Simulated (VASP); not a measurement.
Crystal: SiC5.

```xyz
6
Lattice="3.8625 0.0000 0.0000 0.0000 3.8625 0.0000 0.0000 0.0000 3.4346" Properties=species:S:1:pos:R:3 pbc="T T T"
Si    1.9312    1.9312    0.0000
C     3.1152    3.1152    1.7173
C     0.7473    0.7473    1.7173
C     0.7473    3.1152    1.7173
C     3.1152    0.7473    1.7173
C     0.0000    0.0000    0.0000
```

The cell was built from a structure type or drawn by symmetry, and may not be a known phase.

```yaml
Program: VASP 6.6.1
Task: relaxation of cell and atoms
Functional: PBE
Potentials_or_basis: VASP PAW PBE potentials, release 64 (Si, C)
Cutoff: 600 eV
k_mesh: 10 × 10 × 12
Occupations: gaussian, width 0.1 eV
Spin: no spin polarisation
```

At the start: pressure -0.0 GPa; volume 8.54 Å³/atom.

Problem. How do energy, volume and symmetry change on relaxing?

Solution. Over 26 steps the energy falls by 93.8 meV/atom and the volume is 8.51 Å³/atom (-0.4 %); space group P4/mmm (No. 123, to 0.1 Å) before and after.

Step by step:
```
step  energy change (eV)  largest force (eV/Å)  pressure (GPa)  volume (Å³)
   1              0.0000                0.5024           -0.03        51.24
   2              0.0011                0.9569           -5.67        51.22
   3             -0.0239                0.2573           -2.99        51.23
   4             -0.0502                0.1440            0.69        50.17
   5             -0.0519                0.1040            1.94        49.85
   6             -0.0696                0.1345            1.99        50.11
   7             -0.2162                0.1352            0.57        50.85
   8             -0.4361                0.1018            0.34        52.12
   9             -0.4485                0.3848           -0.49        52.28
  10             -0.5030                0.7074           -1.49        52.57
  11             -0.4772                0.5784            0.14        53.09
  12             -0.5227                0.6716           -1.02        52.78
  13             -0.5262                0.5534           -1.26        52.87
  14             -0.5262                0.5443           -1.28        52.88
  15             -0.5294                0.5012           -1.42        52.83
  16             -0.5378                0.3758           -1.83        52.70
  17             -0.5485                0.1351           -2.59        52.45
  18             -0.5458                0.3421           -3.93        51.93
  19             -0.5514                0.0562           -3.16        52.23
  20             -0.5566                0.0362           -2.34        51.91
  21             -0.5629                0.0202            0.14        51.00
  22             -0.5629                0.0187            0.06        51.03
  23             -0.5630                0.0049           -0.02        51.04
  24             -0.5630                0.0164           -0.05        51.04
  25             -0.5630                0.0153           -0.05        51.04
  26             -0.5630                0.0081            0.01        51.03
```

Final structure:
```
Si C
1.0
     4.18680    0.00000    0.00000
     0.00000    4.18680    0.00000
     0.00000    0.00000    2.91139
Si C
1 5
Direct
  0.50000 0.50000 0.00000
  0.81347 0.81347 0.50000
  0.18653 0.18653 0.50000
  0.18653 0.81347 0.50000
  0.81347 0.18653 0.50000
  0.00000 0.00000 0.00000
```

Caveat: a cell axis changed by over 15 % at a fixed basis, so the end point is rough.
